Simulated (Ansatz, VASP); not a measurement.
## NiSb in VASP and in Ansatz

Contents of INCAR:

```
SYSTEM = NiSb
PREC = Accurate
ENCUT = 520
EDIFF = 1E-7
ISMEAR = -1
SIGMA = 0.05
LREAL = .FALSE.
LASPH = .TRUE.
NELM = 60
ALGO = Normal
ISIF = 2
LWAVE = .FALSE.
LCHARG = .FALSE.
GGA = PE
NBANDS = 23
```

The input KPOINTS:

```
regular mesh
0
G
  10 10 7
  0 0 0
```

The input POSCAR:

```
NiSb
1.0
    3.4199476451      0.0000000000      0.0000000000
   -1.7099738226      2.9617615403      0.0000000000
    0.0000000000      0.0000000000      4.4577728979
Ni Sb
2 2
Direct
    0.0000000000      0.0000000000      0.0000000000
    0.0000000000      0.0000000000      0.5000000000
    0.3333333333      0.6666666667      0.2500000000
    0.6666666667      0.3333333333      0.7500000000
```

Input for Ansatz:

```yaml
crystal:
  lattice:
    - [3.4199476451, 0.0, 0.0]
    - [-1.7099738226, 2.9617615403, 0.0]
    - [0.0, 0.0, 4.4577728979]
  atoms:
    - { symbol: Ni, position: [0.0, 0.0, 0.0] }
    - { symbol: Ni, position: [0.0, 0.0, 0.5] }
    - { symbol: Sb, position: [0.3333333333, 0.6666666667, 0.25] }
    - { symbol: Sb, position: [0.6666666667, 0.3333333333, 0.75] }
kpoints:
  mp_grid: { grid: [10, 10, 7] }
scf:
  occupations: { method: fermi_dirac, width: 0.05 }
hamiltonian:
  xc: pbe
  pseudopotentials: { kind: paw }
output:
  forces: true
  stress: true
  eigenvalues: true
```

Change from the starting cell: volume scaled by 0.66, no spin polarisation, PAW files.

Alike in both runs: task single point; functional PBE; k mesh 10 × 10 × 7; occupations fermi-dirac, width 0.05 eV; no spin polarisation.

|  | VASP | Ansatz |
| --- | --- | --- |
| version | VASP 6.6.1 | Ansatz 0.2.0 |
| potentials or method | VASP PAW PBE potentials, release 64 (Ni, Sb) | PAW with Ansatz's default frozen-core files, scalar-relativistic |
| plane-wave cutoff (eV) | 520 | 420 |
| valence electrons in the cell | 30 | 66 |

|  | VASP | Ansatz | Ansatz less VASP |
| --- | --- | --- | --- |
| pressure (GPa) | 149.8 | 150.5 | +0.73 |
| traceless stress, the component that is largest in VASP (GPa) | -1.19 | -1.90 | -0.718 |

Both programs put the cell under a high pressure, so it lies far from rest at this level. VASP's potentials hold 30 valence electrons a cell and Ansatz's 66, so a difference there can come from the potentials and not from the codes.

Spin-orbit coupling is off throughout. Noted on VASP's run: the cell as given lies far from equilibrium.
